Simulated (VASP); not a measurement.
# Ge32H19N in VASP: settings compared

Ge32H19N is run at these levels: PBE+D3(BJ), LDA; tasks: single point.

All numbers are computed with VASP 6.6.1; they aren't measurements. Logs are shortened: lines on timing, memory, paths and dates and some standing lists are left out, and cuts for length are marked.

## (1) The cell of the first run

The cell holds a slab with vacuum, 52 atoms: a = 11.316 Å, b = 11.316 Å, c = 20.913 Å, α = 90.00°, β = 90.00°, γ = 90.00°.

## (2) Single point, PBE+D3(BJ)

Input file INCAR:

```
SYSTEM = Ge32H19N
ALGO = Normal ; EDIFF = 1E-7
ENCUT = 520 ; GGA = PE
ISIF = 2 ; ISMEAR = 0
IVDW = 12 ; LASPH = .TRUE.
LCHARG = .TRUE. ; LELF = .TRUE.
LREAL = Auto ; LVHAR = .TRUE.
LWAVE = .FALSE. ; NBANDS = 268
NELM = 80 ; PREC = Accurate
SIGMA = 0.03
```

Input file KPOINTS:

```
k-points
0
G
  1 1 1
  0 0 0
```

Input file POSCAR:

```
Ge32H19N
1.0
    8.0016200000      8.0016200000      0.0000000000
   -8.0016200000      8.0016200000      0.0000000000
    0.0000000000      0.0000000000     20.9129000000
Ge H N
32 19 1
Direct
   -0.3140265300      0.3109589600      0.3422215800
   -0.1932265300     -0.3220955700      0.3427282900
    0.0439511100     -0.0542962900      0.3643328900
    0.3120354100      0.1838665000      0.3426609500
   -0.0338037500     -0.4697666600      0.3828234500
    0.2039114100     -0.2055432800      0.3496382000
    0.4666291900      0.0315199800      0.3828993800
    0.5291078100     -0.5398707600      0.3831886300
   -0.1229138700      0.3855728000      0.3029960600
   -0.1218800900     -0.1321514600      0.2995752700
    0.1196302400      0.1168401300      0.3030793100
    0.3845050800      0.3741041200      0.3019578400
    0.1139815600     -0.3830706200      0.3033882000
    0.3796227000     -0.1136263000      0.3028374700
    0.6144460500      0.1186966500      0.3036572400
    0.6136939100     -0.3898503900      0.3047312100
   -0.0016775600      0.2515248200      0.2349168200
    0.0033902100     -0.2545517500      0.2287860900
    0.2516011500     -0.0000707800      0.2296743200
    0.5021017800      0.2479590900      0.2284534600
    0.2500573100     -0.5017031000      0.2353577600
    0.4995950900     -0.2493661700      0.2354661700
    0.7491875800     -0.0005028300      0.2346429100
    0.7499259900     -0.4988360800      0.2289605200
   -0.1250000000      0.1250000000      0.1644630000
   -0.1250000000     -0.3750000000      0.1644630000
    0.1250000000     -0.1250000000      0.1644630000
    0.3750000000      0.1250000000      0.1644630000
    0.1250000000     -0.6250000000      0.1644630000
    0.3750000000     -0.3750000000      0.1644630000
    0.6250000000     -0.1250000000      0.1644630000
    0.6250000000     -0.6250000000      0.1644630000
   -0.0489780000      0.0489780000      0.1195430000
   -0.2010220000      0.2010220000      0.1195430000
   -0.0489780000     -0.4510220000      0.1195430000
   -0.2010220000     -0.2989780000      0.1195430000
    0.2010220000     -0.2010220000      0.1195430000
    0.0489780000     -0.0489780000      0.1195430000
    0.4510220000      0.0489780000      0.1195430000
    0.2989780000      0.2010220000      0.1195430000
    0.2010220000     -0.7010220000      0.1195430000
    0.0489780000     -0.5489780000      0.1195430000
    0.4510220000     -0.4510220000      0.1195430000
    0.2989780000     -0.2989780000      0.1195430000
    0.7010220000     -0.2010220000      0.1195430000
    0.5489780000     -0.0489780000      0.1195430000
    0.7010220000     -0.7010220000      0.1195430000
    0.5489780000     -0.5489780000      0.1195430000
    0.1005542900     -0.1036277200      0.4375916800
    0.2772766100     -0.1653117600      0.4640496900
    0.1792448300     -0.2744950500      0.4671431600
    0.2014609000     -0.1979839200      0.4440084700
```

Potentials or basis: VASP PAW PBE potentials, release 64 (Ge_d, H, N).

Started as:

```bash
$ cat potpaw_PBE.64/Ge_d/POTCAR potpaw_PBE.64/H/POTCAR potpaw_PBE.64/N/POTCAR > POTCAR
$ mpirun -np 1 vasp_gam > vasp.out
```

OUTCAR:

```text
SYSTEM = Ge32H19N
   EDIFF = 1E-7
   ENCUT = 520
   GGA = PE
   ISIF = 2
   ISMEAR = 0
   IVDW = 12
   LASPH = .TRUE.
   LREAL = Auto
   NELM = 80
   PREC = Accurate
 IVDW          = 12

 ion  position               nearest neighbor table
   1  0.686  0.311  0.342-  15 2.46   9 2.46   8 2.60
   2  0.807  0.678  0.343-  16 2.45  10 2.47   5 2.60
   3  0.044  0.946  0.364-  49 1.75  11 2.47  10 2.48   6 2.51
   4  0.312  0.184  0.343-  11 2.45  12 2.46   7 2.60
   5  0.966  0.530  0.383-   9 2.55  13 2.55   2 2.60
   6  0.204  0.794  0.350-  52 1.98  14 2.45  13 2.45   3 2.51
   7  0.467  0.032  0.383-  14 2.54  15 2.55   4 2.60
   8  0.529  0.460  0.383-  16 2.55  12 2.55   1 2.60
   9  0.877  0.386  0.303-   1 2.46  24 2.49  17 2.49   5 2.55
  10  0.878  0.868  0.300-   2 2.47  18 2.47   3 2.48  23 2.49
  11  0.120  0.117  0.303-   4 2.45   3 2.47  17 2.50  19 2.52
  12  0.385  0.374  0.302-   4 2.46  20 2.48  21 2.50   8 2.55
  13  0.114  0.617  0.303-   6 2.45  18 2.47  21 2.49   5 2.55
  14  0.380  0.886  0.303-   6 2.45  19 2.47  22 2.49   7 2.54
[... 16 lines left out ...]
  31  0.625  0.875  0.164-  45 1.54  46 1.54  23 2.47  22 2.49
  32  0.625  0.375  0.164-  47 1.54  48 1.54  20 2.41  24 2.42
  33  0.951  0.049  0.120-  25 1.54
  34  0.799  0.201  0.120-  25 1.54
  35  0.951  0.549  0.120-  26 1.54
  36  0.799  0.701  0.120-  26 1.54
  37  0.201  0.799  0.120-  27 1.54
  38  0.049  0.951  0.120-  27 1.54
[... 11 lines left out ...]
  50  0.277  0.835  0.464-  52 1.02
  51  0.179  0.726  0.467-  52 1.02
  52  0.201  0.802  0.444-  51 1.02  50 1.02   6 1.98

  LATTYP: Found a simple tetragonal cell.
 ALAT       =    11.3159995250
 C/A-ratio  =     1.8480824388

  Lattice vectors:

 A1 = (   8.0016200000,   8.0016200000,   0.0000000000)
 A2 = (  -8.0016200000,   8.0016200000,   0.0000000000)
 A3 = (   0.0000000000,   0.0000000000,  20.9129000000)

Analysis of symmetry for initial positions (statically):
=====================================================================
 Subroutine PRICEL returns:
 Original cell was already a primitive cell.

 Routine SETGRP: Setting up the symmetry group for a
 simple tetragonal supercell.

 Subroutine GETGRP returns: Found  1 space group operations
 (whereof  1 operations were pure point group operations)
 out of a pool of 16 trial point group operations.

The static configuration has the point symmetry C_1 .

Analysis of symmetry for dynamics (positions and initial velocities):
=====================================================================
 Subroutine PRICEL returns:
 Original cell was already a primitive cell.

 Routine SETGRP: Setting up the symmetry group for a
 simple tetragonal supercell.

 Subroutine GETGRP returns: Found  1 space group operations
 (whereof  1 operations were pure point group operations)
 out of a pool of 16 trial point group operations.

The dynamic configuration has the point symmetry C_1 .

 Subroutine INISYM returns: Found  1 space group operations
 (whereof  1 operations are pure point group operations),
 and found     1 'primitive' translations

----------------------------------------------------------------------------------------

                                     Primitive cell

  volume of cell :    2677.9354

  direct lattice vectors                    reciprocal lattice vectors
     8.001620000  8.001620000  0.000000000     0.062487346  0.062487346  0.000000000
    -8.001620000  8.001620000  0.000000000    -0.062487346  0.062487346  0.000000000
     0.000000000  0.000000000 20.912900000     0.000000000  0.000000000  0.047817376

  length of vectors
    11.315999525 11.315999525 20.912900000     0.088370453  0.088370453  0.047817376

  position of ions in fractional coordinates (direct lattice)
     0.685973470  0.310958960  0.342221580
     0.806773470  0.677904430  0.342728290
     0.043951110  0.945703710  0.364332890
     0.312035410  0.183866500  0.342660950
     0.966196250  0.530233340  0.382823450
     0.203911410  0.794456720  0.349638200
[... 44 lines left out ...]
     0.179244830  0.725504950  0.467143160
     0.201460900  0.802016080  0.444008470

  ion indices of the primitive-cell ions
   primitive index   ion index
                 1           1
                 2           2
                 3           3
                 4           4
                 5           5
                 6           6
[... 44 lines left out ...]
                51          51
                52          52

----------------------------------------------------------------------------------------

 KPOINTS: k-points

Automatic generation of k-mesh.
 Grid dimensions read from file:
 generate k-points for:    1    1    1

 Generating k-lattice:

  Cartesian coordinates                     Fractional coordinates (reciprocal lattice)
     0.062487346  0.062487346  0.000000000     1.000000000  0.000000000  0.000000000
    -0.062487346  0.062487346  0.000000000     0.000000000  1.000000000  0.000000000
     0.000000000  0.000000000  0.047817376     0.000000000  0.000000000  1.000000000

  Length of vectors
     0.088370453  0.088370453  0.047817376

  Shift w.r.t. Gamma in fractional coordinates (k-lattice)
     0.000000000  0.000000000  0.000000000

 Subroutine IBZKPT returns following result:
 ===========================================

 Found      1 irreducible k-points:

 Following reciprocal coordinates:
            Coordinates               Weight
  0.000000  0.000000  0.000000      1.000000
   k-points           NKPTS =      1   k-points in BZ     NKDIM =      1   number of bands    NBANDS=    268
   number of dos      NEDOS =    301   number of ions     NIONS =     52
   total plane-waves  NPLWV = ******
   dimension x,y,z NGX =    84 NGY =   84 NGZ =  160
   dimension x,y,z NGXF=   168 NGYF=  168 NGZF=  320
   ions per type =              32  19   1
   NGX,Y,Z   is equivalent  to a cutoff of  12.34, 12.34, 12.72 a.u.
   NGXF,Y,Z  is equivalent  to a cutoff of  24.68, 24.68, 25.44 a.u.
 SYSTEM =  Ge32H19N
   PREC   = accura    normal or accurate (medium, high low for compatibility)
   ISTART =      0    job   : 0-new  1-cont  2-samecut
   ICHARG =      2    charge: 1-file 2-atom 10-const
   ISPIN  =      1    spin polarized calculation?
   LNONCOLLINEAR =      F non collinear calculations
   LSORBIT =      F    spin-orbit coupling
   LASPH  =      T    aspherical Exc in radial PAW
   ENCUT  =  520.0 eV  38.22 Ry    6.18 a.u.  21.04 21.04 38.88*2*pi/ulx,y,z
   NELM   =     80;   NELMIN=  2; NELMDL= -5     # of ELM steps
   EDIFF  = 0.1E-06   stopping-criterion for ELM
   LREAL  =      T    real-space projection
   EDIFFG = 0.1E-05   stopping-criterion for IOM
   NSW    =      0    number of steps for IOM
   IBRION =     -1    ionic relax: 0-MD 1-quasi-New 2-CG
   NFREE  =      0    steps in history (QN), initial steepest desc. (CG)
   ISIF   =      2    stress and relaxation
   ISYM   =      2    0-nonsym 1-usesym 2-fastsym
   POTIM  = 0.5000    time-step for ionic-motion
   TEBEG  =    0.0;   TEEND  =   0.0 temperature during run
   PSTRESS=    0.0 pullay stress
   NELECT =     472.0000    total number of electrons
   NUPDOWN=      -1.0000    fix difference up-down
   EMIN   =  10.00;   EMAX   =-10.00  energy-range for DOS
   EFERMI =   0.00;   METHOD = LEGACY
   ISMEAR =     0;   SIGMA  =   0.03  broadening in eV -4-tet -1-fermi 0-gaus
   EFERMI_NEDOS =   21; number of points for ismear=-14 and -15
   IALGO  =     38    algorithm
   IMIX   =      4    mixing-type and parameters
     AMIX     =   0.40;   BMIX     =  1.00
     AMIX_MAG =   1.60;   BMIX_MAG =  1.00
  volume/ion in A,a.u.               =      51.50       347.53
  Fermi-wavevector in a.u.,A,eV,Ry     =   0.917886  1.734553 11.463111  0.842515
  Thomas-Fermi vector in A             =   2.042906
   LORBIT       =      0    0 simple, 1 ext, 2 COOP (PROOUT), +10 PAW based schemes
   GGA     = PE    functional components
   LHFCALC =     F    Hartree Fock is set to
   AEXX    =    0.0000 exact exchange contribution
   IVDW    =    12    specifies the selected vdW correction
   LEPSILON=     F    determine dielectric tensor
   LRPA    =     F    only Hartree local field effects (RPA)
 non-spin polarized calculation
 Gauss-broadening in eV      SIGMA  =   0.03
  energy-cutoff  :      520.00
  volume of cell :     2677.94
 maximum number of plane-waves:     35941
   NGX = 43   NGY = 43   NGZ = 77

 number of electron     471.9999730 magnetization

 Free energy of the ion-electron system (eV)
  ---------------------------------------------------
  ext. energy  EPLUGINS =         0.00000000
  ---------------------------------------------------
  free energy    TOTEN  =      -204.21343035 eV

  energy without entropy =     -204.21343035  energy(sigma->0) =     -204.21343035

 E-fermi :  -1.9841     XC(G=0):  -3.6808

 val. band max:       -2.1784963735   @ k =   0.0000   0.0000   0.0000
 cond. band min:      -1.5839565189   @ k =   0.0000   0.0000   0.0000
 fundamental gap:      0.5945398546
 Fermi energy:        -1.9841117757

 k-point     1 :       0.0000    0.0000    0.0000
  band No.  band energies     occupation
      1     -26.6340      2.00000
      2     -26.6241      2.00000
      3     -26.6189      2.00000
      4     -26.5658      2.00000
      5     -26.5629      2.00000
      6     -26.5577      2.00000
[... 240 lines left out ...]
    247       0.4365      0.00000
    248       0.4755      0.00000
 [bands above 248 left out]

------------------------ aborting loop because EDIFF is reached ----------------------------------------

 Edisp (eV)   -7.06640

 E8    (eV) :    -3.1341

  FORCE on cell =-STRESS in cart. coord.  units (eV):
  Direction    XX          YY          ZZ          XY          YZ          ZX
  --------------------------------------------------------------------------------------
  -------------------------------------------------------------------------------------
  Total      13.67959     7.43953    -0.54111     0.60386     0.12431    -0.04007
  in kB       8.18434     4.45099    -0.32374     0.36128     0.07437    -0.02398
  external pressure =        4.10 kB  Pullay stress =        0.00 kB

 VOLUME and BASIS-vectors are now :
 -----------------------------------------------------------------------------
  energy-cutoff  :      520.00
  volume of cell :     2677.94
      direct lattice vectors                 reciprocal lattice vectors
     8.001620000  8.001620000  0.000000000     0.062487346  0.062487346  0.000000000
    -8.001620000  8.001620000  0.000000000    -0.062487346  0.062487346  0.000000000
     0.000000000  0.000000000 20.912900000     0.000000000  0.000000000  0.047817376

 POSITION                                       TOTAL-FORCE (eV/Angst)
 -----------------------------------------------------------------------------------
      3.00072      7.97707      7.15685         0.004114      0.006197      0.003820
      1.03116     11.87983      7.16744         0.006744      0.005772     -0.013528
     -7.21548      7.91884      7.61926         0.004099      0.022115      0.040720
      1.02556      3.96802      7.16603         0.006041      0.000626     -0.015785
      3.48841     11.97386      8.00595         0.006987     -0.001005      0.007795
     -4.72532      7.98856      7.31195        -0.010581     -0.007575     -0.008124
[... 44 lines left out ...]
     -4.37097      7.23946      9.76932        -0.033009     -0.025102     -0.020668
     -4.80541      8.02944      9.28550         0.061186      0.035981      0.037547
 -----------------------------------------------------------------------------------
    total drift:                                0.005120      0.002921      0.012937

  FREE ENERGIE OF THE ION-ELECTRON SYSTEM (eV)
  ---------------------------------------------------
  free  energy   TOTEN  =      -211.2798301059 eV

  energy  without entropy=     -211.2798301059  energy(sigma->0) =     -211.27983011
```

Run time: 54 min. Hardware: 1 thread of AMD EPYC 7R43 (Zen 3), shared host; peak memory 1.9 GiB.

What came out:

```yaml
Free_energy: -211.2798 eV
Largest_force: 0.616 eV/Å
Dispersion_energy_per_atom: -0.136 eV
```

Forces on the atoms (eV/Å):
```
Ge   0.004  0.006  0.004
Ge   0.007  0.006 -0.014
Ge   0.004  0.022  0.041
Ge   0.006  0.001 -0.016
Ge   0.007 -0.001  0.008
Ge  -0.011 -0.008 -0.008
Ge   0.006  0.007  0.011
Ge  -0.002  0.005  0.003
Ge   0.001  0.003  0.007
Ge  -0.001 -0.004  0.004
Ge   0.008  0.001 -0.019
Ge  -0.002  0.003  0.001
Ge  -0.001  0.003 -0.010
Ge  -0.001 -0.006  0.002
Ge  -0.008  0.001 -0.011
Ge   0.006  0.000 -0.013
Ge  -0.004 -0.003 -0.002
Ge   0.002 -0.004 -0.001
Ge   0.008  0.007  0.002
Ge  -0.003 -0.014  0.000
Ge  -0.004  0.000  0.000
Ge  -0.005  0.001  0.002
Ge  -0.007  0.001  0.000
Ge  -0.008 -0.003  0.002
Ge  -0.134 -0.033  0.518
Ge   0.037  0.103 -0.607
Ge  -0.043  0.054 -0.313
Ge   0.045 -0.001 -0.571
Ge   0.144  0.031  0.446
Ge  -0.142 -0.051  0.592
Ge   0.146 -0.067  0.432
Ge  -0.108  0.054 -0.494
H    0.025  0.001  0.024
H    0.082 -0.017  0.022
H   -0.085 -0.105 -0.051
H    0.116 -0.028 -0.010
H   -0.098  0.057 -0.010
H    0.046 -0.021 -0.026
H   -0.085 -0.004 -0.048
H    0.113  0.058 -0.016
H   -0.092 -0.045  0.024
H    0.013  0.005  0.028
H    0.023  0.007  0.010
H    0.090 -0.016  0.027
H   -0.092  0.010  0.025
H    0.014 -0.040  0.027
H   -0.069  0.059  0.003
H    0.053 -0.019 -0.023
H   -0.009 -0.024 -0.004
H   -0.022 -0.002 -0.014
H   -0.033 -0.025 -0.021
N    0.061  0.036  0.038
```

Caveat: the k points lie up to 0.56 Å⁻¹ apart; there is no dipole correction, which matters where the two faces differ.

## (3) Single point, LDA

Input file INCAR:

```
SYSTEM = Ge32H19N
ALGO = Normal ; EDIFF = 1E-6
ENCUT = 520 ; GGA_COMPAT = .FALSE.
ISIF = 2 ; ISMEAR = 0
LASPH = .TRUE. ; LCHARG = .FALSE.
LREAL = Auto ; LWAVE = .FALSE.
NBANDS = 268 ; NELM = 120
NELMDL = -8 ; PREC = Accurate
SIGMA = 0.03
```

KPOINTS is that of step 2.

POSCAR is that of step 2.

Potentials or basis: VASP PAW LDA potentials, release 64 (Ge_d, H, N).

Started as:

```bash
$ cat potpaw_LDA.64/Ge_d/POTCAR potpaw_LDA.64/H/POTCAR potpaw_LDA.64/N/POTCAR > POTCAR
$ mpirun -np 1 vasp_gam > vasp.out
```

Run time: 67 min. Hardware: 1 thread of Intel Xeon 8259CL, shared host; peak memory 1.4 GiB.

It converged, with:

```yaml
Free_energy: -226.3305 eV
Largest_force: 0.885 eV/Å
```

Forces in eV/Å, atoms in the order of the input:
```
Ge  -0.143 -0.003 -0.233
Ge   0.153 -0.027 -0.280
Ge   0.167  0.034 -0.218
Ge   0.143 -0.005 -0.277
Ge  -0.186 -0.008 -0.442
Ge  -0.160 -0.003  0.161
Ge  -0.184  0.002 -0.436
Ge   0.184  0.015 -0.451
Ge  -0.166 -0.044 -0.031
Ge   0.186 -0.020 -0.058
Ge   0.194  0.030 -0.075
Ge   0.166 -0.051 -0.027
Ge  -0.133  0.048 -0.040
Ge  -0.137 -0.045 -0.019
Ge  -0.171  0.057 -0.053
Ge   0.173  0.063 -0.034
Ge  -0.002  0.001 -0.034
Ge  -0.032 -0.039  0.045
Ge   0.000  0.049  0.057
Ge  -0.012 -0.016  0.071
Ge  -0.005 -0.009 -0.031
Ge  -0.014 -0.008 -0.029
Ge   0.002 -0.021 -0.037
Ge   0.005  0.019  0.078
Ge  -0.140 -0.032  0.804
Ge   0.045  0.100 -0.294
Ge  -0.036  0.050 -0.021
Ge   0.054  0.007 -0.262
Ge   0.139  0.029  0.737
Ge  -0.140 -0.049  0.873
Ge   0.142 -0.056  0.724
Ge  -0.106  0.048 -0.190
H    0.100  0.001  0.053
H    0.012 -0.017  0.053
H   -0.019 -0.104 -0.014
H    0.051 -0.026  0.029
H   -0.032  0.056  0.029
H   -0.021 -0.021  0.009
H   -0.019 -0.002 -0.012
H    0.048  0.056  0.022
H   -0.022 -0.043  0.057
H   -0.061  0.006  0.057
H    0.096  0.007  0.040
H    0.019 -0.016  0.059
H   -0.022  0.009  0.057
H   -0.059 -0.041  0.056
H    0.000  0.059  0.041
H   -0.015 -0.019  0.013
H    0.197 -0.017 -0.056
H    0.007  0.181  0.020
H    0.011 -0.191  0.027
N   -0.255  0.006 -0.523
```

Levels at points of the mesh, in eV from the Fermi level:
| k point | band 233 | band 234 | band 235 | band 236 | band 237 | band 238 | band 239 | band 240 |
| --- | --- | --- | --- | --- | --- | --- | --- | --- |
| (0.00, 0.00, 0.00) | -0.41 | -0.34 | -0.26 | -0.20 | 0.34 | 0.73 | 1.00 | 1.10 |

Caveat: the k points lie up to 0.56 Å⁻¹ apart; there is no dipole correction, which matters where the two faces differ.
